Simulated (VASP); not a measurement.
# CuO (Cc) in VASP: a series of runs, part 2 of 3

VASP 6.6.1. The steps go on from the part before.

### 4 Single point, BLYP

This run uses another cell than the first one, of 9.55 Å³/atom.

The input, INCAR:

```
SYSTEM = CuO
PREC = Accurate
ENCUT = 520
EDIFF = 1E-6
ISMEAR = -1
SIGMA = 0.05
LREAL = .False.
LASPH = .True.
NELM = 60
ALGO = Normal
ISIF = 2
LWAVE = .False.
LCHARG = .False.
GGA = B5
ALDAX = 1.0
AGGAX = 1.0
AGGAC = 1.0
ALDAC = 0.0
NBANDS = 25
```

The input, KPOINTS:

```
regular mesh
0
Gamma
  10 10 5
  0 0 0
```

The input, POSCAR:

```
CuO
1.0
    2.2967863347     -1.6784226623      0.0000000000
    2.2967863347      1.6784226623      0.0000000000
   -0.8429827377      0.0000000000      4.9561566325
Cu O
2 2
Direct
    0.0032000000      0.4968000000      0.0000000000
    0.4968000000      0.0032000000      0.5000000000
    0.5714000000      0.4056000000      0.2537000000
    0.4056000000      0.5714000000      0.7537000000
```

Potentials or basis: VASP PAW PBE potentials, release 64 (Cu, O).

The run is started by

```
$ cat potpaw_PBE.64/Cu/POTCAR potpaw_PBE.64/O/POTCAR > POTCAR
$ mpirun -np 1 vasp_std > vasp.out
```

OUTCAR:

```text
SYSTEM = CuO
   PREC = Accurate
   ENCUT = 520
   EDIFF = 1E-6
   ISMEAR = -1
   LREAL = .False.
   LASPH = .True.
   NELM = 60
   ISIF = 2
   GGA = B5

 ion  position               nearest neighbor table
   1  0.003  0.497  0.000-   4 1.87   3 1.89   4 1.94   3 1.98
   2  0.497  0.003  0.500-   3 1.87   4 1.89   3 1.94   4 1.98
   3  0.571  0.406  0.254-   2 1.87   1 1.89   2 1.94   1 1.98
   4  0.406  0.571  0.754-   1 1.87   2 1.89   1 1.94   2 1.98

  LATTYP: Found a base centered monoclinic cell.
 ALAT       =     4.5935726694
 B/A-ratio  =     0.7307700490
 C/A-ratio  =     1.0944283419
 COS(beta)  =    -0.1676798045

  Lattice vectors:

 A1 = (   2.2967863347,  -1.6784226623,   0.0000000000)
 A2 = (   2.2967863347,   1.6784226623,   0.0000000000)
 A3 = (  -0.8429827377,   0.0000000000,   4.9561566325)

Analysis of symmetry for initial positions (statically):
=====================================================================
 Subroutine PRICEL returns:
 Original cell was already a primitive cell.

 Routine SETGRP: Setting up the symmetry group for a
 base centered monoclinic supercell.

 Subroutine GETGRP returns: Found  2 space group operations
 (whereof  1 operations were pure point group operations)
 out of a pool of  4 trial point group operations.

The static configuration has the point symmetry C_1 .
 The point group associated with its full space group is C_1h.

Analysis of symmetry for dynamics (positions and initial velocities):
=====================================================================
 Subroutine PRICEL returns:
 Original cell was already a primitive cell.

 Routine SETGRP: Setting up the symmetry group for a
 base centered monoclinic supercell.

 Subroutine GETGRP returns: Found  2 space group operations
 (whereof  1 operations were pure point group operations)
 out of a pool of  4 trial point group operations.

The dynamic configuration has the point symmetry C_1 .
 The point group associated with its full space group is C_1h.

 Subroutine INISYM returns: Found  2 space group operations
 (whereof  1 operations are pure point group operations),
 and found     1 'primitive' translations

----------------------------------------------------------------------------------------

                                     Primitive cell

  volume of cell :      38.2118

  direct lattice vectors                    reciprocal lattice vectors
     2.296786335 -1.678422662  0.000000000     0.217695478 -0.297898742  0.037027387
     2.296786335  1.678422662  0.000000000     0.217695478  0.297898742  0.037027387
    -0.842982738  0.000000000  4.956156632     0.000000000  0.000000000  0.201769249

  length of vectors
     2.844702111  2.844702111  5.027336120     0.370818027  0.370818027  0.201769249

  position of ions in fractional coordinates (direct lattice)
     0.003200000  0.496800000  0.000000000
     0.496800000  0.003200000  0.500000000
     0.571400000  0.405600000  0.253700000
     0.405600000  0.571400000  0.753700000

  ion indices of the primitive-cell ions
   primitive index   ion index
                 1           1
                 2           2
                 3           3
                 4           4

[... 25 lines left out ...]

 Following reciprocal coordinates:
            Coordinates               Weight
  0.000000  0.000000  0.000000      1.000000
  0.100000  0.000000  0.000000      4.000000
  0.200000  0.000000  0.000000      4.000000
  0.300000  0.000000  0.000000      4.000000
  0.400000  0.000000  0.000000      4.000000
  0.500000  0.000000  0.000000      2.000000
[... 16 lines left out ...]
  0.300000  0.300000  0.000000      2.000000
  0.400000  0.300000  0.000000      4.000000
 [... further k-points ...]
   k-points           NKPTS =    141   k-points in BZ     NKDIM =    141   number of bands    NBANDS=     25
   number of dos      NEDOS =    301   number of ions     NIONS =      4
   total plane-waves  NPLWV =  23040
   dimension x,y,z NGX =    24 NGY =   24 NGZ =   40
   dimension x,y,z NGXF=    48 NGYF=   48 NGZF=   80
   ions per type =               2   2
   NGX,Y,Z   is equivalent  to a cutoff of  14.03, 14.03, 13.23 a.u.
   NGXF,Y,Z  is equivalent  to a cutoff of  28.05, 28.05, 26.45 a.u.
 SYSTEM =  CuO
   PREC   = accura    normal or accurate (medium, high low for compatibility)
   ISTART =      0    job   : 0-new  1-cont  2-samecut
   ICHARG =      2    charge: 1-file 2-atom 10-const
   ISPIN  =      1    spin polarized calculation?
   LNONCOLLINEAR =      F non collinear calculations
   LSORBIT =      F    spin-orbit coupling
   LASPH  =      T    aspherical Exc in radial PAW
   ENCUT  =  520.0 eV  38.22 Ry    6.18 a.u.   5.29  5.29  9.35*2*pi/ulx,y,z
   NELM   =     60;   NELMIN=  2; NELMDL= -5     # of ELM steps
   EDIFF  = 0.1E-05   stopping-criterion for ELM
   LREAL  =      F    real-space projection
   EDIFFG = 0.1E-04   stopping-criterion for IOM
   NSW    =      0    number of steps for IOM
   IBRION =     -1    ionic relax: 0-MD 1-quasi-New 2-CG
   NFREE  =      0    steps in history (QN), initial steepest desc. (CG)
   ISIF   =      2    stress and relaxation
   ISYM   =      2    0-nonsym 1-usesym 2-fastsym
   POTIM  = 0.5000    time-step for ionic-motion
   TEBEG  =    0.0;   TEEND  =   0.0 temperature during run
   PSTRESS=    0.0 pullay stress
   NELECT =      34.0000    total number of electrons
   NUPDOWN=      -1.0000    fix difference up-down
   EMIN   =  10.00;   EMAX   =-10.00  energy-range for DOS
   EFERMI =   0.00;   METHOD = LEGACY
   ISMEAR =    -1;   SIGMA  =   0.05  broadening in eV -4-tet -1-fermi 0-gaus
   EFERMI_NEDOS =   21; number of points for ismear=-14 and -15
   IALGO  =     38    algorithm
   IMIX   =      4    mixing-type and parameters
     AMIX     =   0.40;   BMIX     =  1.00
     AMIX_MAG =   1.60;   BMIX_MAG =  1.00
  volume/ion in A,a.u.               =       9.55        64.47
  Fermi-wavevector in a.u.,A,eV,Ry     =   1.574595  2.975553 33.733589  2.479349
  Thomas-Fermi vector in A             =   2.675705
   LORBIT       =      0    0 simple, 1 ext, 2 COOP (PROOUT), +10 PAW based schemes
   GGA     = B5    functional components
   LHFCALC =     F    Hartree Fock is set to
   AEXX    =    0.0000 exact exchange contribution
   IVDW    =     0    specifies the selected vdW correction
   LEPSILON=     F    determine dielectric tensor
   LRPA    =     F    only Hartree local field effects (RPA)
 non-spin polarized calculation
  energy-cutoff  :      520.00
  volume of cell :       38.21
 maximum number of plane-waves:      1045
 NGX is ok and might be reduce to    24
   NGX = 11   NGY = 11   NGZ = 19

 number of electron      34.0000012 magnetization

 Free energy of the ion-electron system (eV)
  ---------------------------------------------------
  ext. energy  EPLUGINS =         0.00000000
  ---------------------------------------------------
  free energy    TOTEN  =       -17.57210062 eV

  energy without entropy =      -17.55386955  energy(sigma->0) =      -17.56298509

 E-fermi :   6.8998     XC(G=0): -11.7065

 val. band max:        6.8870268082   @ k =   0.5000   0.5000   0.4000
 cond. band min:       6.9127314324   @ k =  -0.1000   0.0000   0.4000
 fundamental gap:      0.0257046242
 Fermi energy:         6.8998436465

 k-point     1 :       0.0000    0.0000    0.0000
  band No.  band energies     occupation
      1     -13.4930      2.00000
      2     -12.0146      2.00000
      3      -1.7637      2.00000
      4       0.8968      2.00000
      5       1.2664      2.00000
      6       3.1744      2.00000
[... 661 lines left out ...]
     24      20.8827      0.00000
     25      21.9584      0.00000

 [... further k-points ...]

------------------------ aborting loop because EDIFF is reached ----------------------------------------

  FORCE on cell =-STRESS in cart. coord.  units (eV):
  Direction    XX          YY          ZZ          XY          YZ          ZX
  --------------------------------------------------------------------------------------
  -------------------------------------------------------------------------------------
  Total        6.7448845      5.9206582      7.2269283      0.0000000      0.0000000     -0.9602920
  in kB      282.8056964    248.2467790    303.0172697      0.0000000      0.0000000    -40.2640036
  external PRESSURE =     278.0232484 kB  Pullay stress =       0.0000000 kB

 VOLUME and BASIS-vectors are now :
 -----------------------------------------------------------------------------
  energy-cutoff  :      520.00
  volume of cell :       38.21
      direct lattice vectors                 reciprocal lattice vectors
     2.296786335 -1.678422662  0.000000000     0.217695478 -0.297898742  0.037027387
     2.296786335  1.678422662  0.000000000     0.217695478  0.297898742  0.037027387
    -0.842982738  0.000000000  4.956156632     0.000000000  0.000000000  0.201769249

 POSITION                                       TOTAL-FORCE (eV/Angst)
 -----------------------------------------------------------------------------------
      1.14839      0.82847      0.00000        -0.841654      0.500519      0.339331
      0.72690     -0.82847      2.47808        -0.841654     -0.500519      0.339331
      2.03010     -0.27828      1.25738         0.841654      0.005420     -0.339331
      1.60860      0.27828      3.73546         0.841654     -0.005420     -0.339331
 -----------------------------------------------------------------------------------
    total drift:                                0.000006      0.000000      0.000554

  FREE ENERGIE OF THE ION-ELECTRON SYSTEM (eV)
  ---------------------------------------------------
  free  energy   TOTEN  =       -17.5721006200 eV

  energy  without entropy=      -17.5538695526  energy(sigma->0) =      -17.56298509
```

OSZICAR:

```text
N       E                     dE             d eps       ncg     rms          rms(c)
DAV:   1     0.301429588354E+03    0.30143E+03   -0.16629E+04  7540   0.222E+03
DAV:   2     0.123076445336E+02   -0.28912E+03   -0.26619E+03  7199   0.406E+02
DAV:   3    -0.230508144479E+02   -0.35358E+02   -0.33573E+02  8409   0.158E+02
DAV:   4    -0.242001164832E+02   -0.11493E+01   -0.11429E+01  8804   0.306E+01
DAV:   5    -0.242221648845E+02   -0.22048E-01   -0.22037E-01  9061   0.381E+00    0.180E+01
DAV:   6    -0.204554018371E+02    0.37668E+01   -0.34254E+01  9972   0.150E+02    0.121E+01
DAV:   7    -0.175139072130E+02    0.29415E+01   -0.93800E+00  8570   0.114E+02    0.265E+00
DAV:   8    -0.176103710798E+02   -0.96464E-01   -0.14793E+00  7853   0.863E+00    0.166E+00
DAV:   9    -0.175785736229E+02    0.31797E-01   -0.59728E-02 12537   0.776E+00    0.606E-01
DAV:  10    -0.175725680725E+02    0.60056E-02   -0.16472E-02 11146   0.278E+00    0.314E-01
DAV:  11    -0.175720470674E+02    0.52101E-03   -0.67346E-03 10070   0.699E-01    0.437E-02
DAV:  12    -0.175720860596E+02   -0.38992E-04   -0.18221E-04  8588   0.153E-01    0.259E-02
DAV:  13    -0.175721037183E+02   -0.17659E-04   -0.31289E-05  9140   0.716E-02    0.118E-02
DAV:  14    -0.175721005350E+02    0.31833E-05   -0.50939E-06  9107   0.366E-02    0.165E-03
DAV:  15    -0.175721006200E+02   -0.85070E-07   -0.16145E-06  5016   0.131E-02
   1 F= -.17572101E+02 E0= -.17562985E+02  d E =-.182311E-01
```

stdout:

```text
POSCAR found type information on POSCAR CuO
 POSCAR found :  2 types and       4 ions
 scaLAPACK will be used
 -----------------------------------------------------------------------------
|                                                                             |
|                                                                             |
|     You enforced a specific xc type in the INCAR file but a different       |
|     I HOPE YOU KNOW WHAT YOU ARE DOING!                                     |
|                                                                             |
 -----------------------------------------------------------------------------

 LDA part: xc-table for (Slater(with rela. corr.)+VWN5), standard interpolation
 POSCAR, INCAR and KPOINTS ok, starting setup
 FFT: planning ... GRIDC
 FFT: planning ... GRID_SOFT
 FFT: planning ... GRID
 WAVECAR not read
 entering main loop
```

Wall time 3.6 min (1 thread of Intel Xeon 8259CL, shared host); peak memory 0.24 GiB.

Results:

| Quantity | Value |
| --- | --- |
| Free energy | -17.5721 eV |
| Pressure | 27.8 GPa |
| Largest force | 1.036 eV/Å |
| Band gap on the k mesh | zero (bands 17 and 18 overlap by 0.59 eV) |

Forces on the atoms (eV/Å):
```
Cu  -0.842  0.501  0.339
Cu  -0.842 -0.501  0.339
O    0.842  0.005 -0.339
O    0.842 -0.005 -0.339
```

Caveat: the stress differs along the axes, from 25 to 30 GPa; the PAW data sets were made with another functional, which shifts forces and pressure a little; semilocal functionals often make such compounds metallic where correlation or magnetic order opens a gap, which also shifts bond lengths. With open d or f shells a metallic result of BLYP can be an artefact of self-interaction; +U or a hybrid may open a gap.

[end of part 2 of 3]

The gap in the log of VASP goes by the Fermi energy; the results here count the filled bands.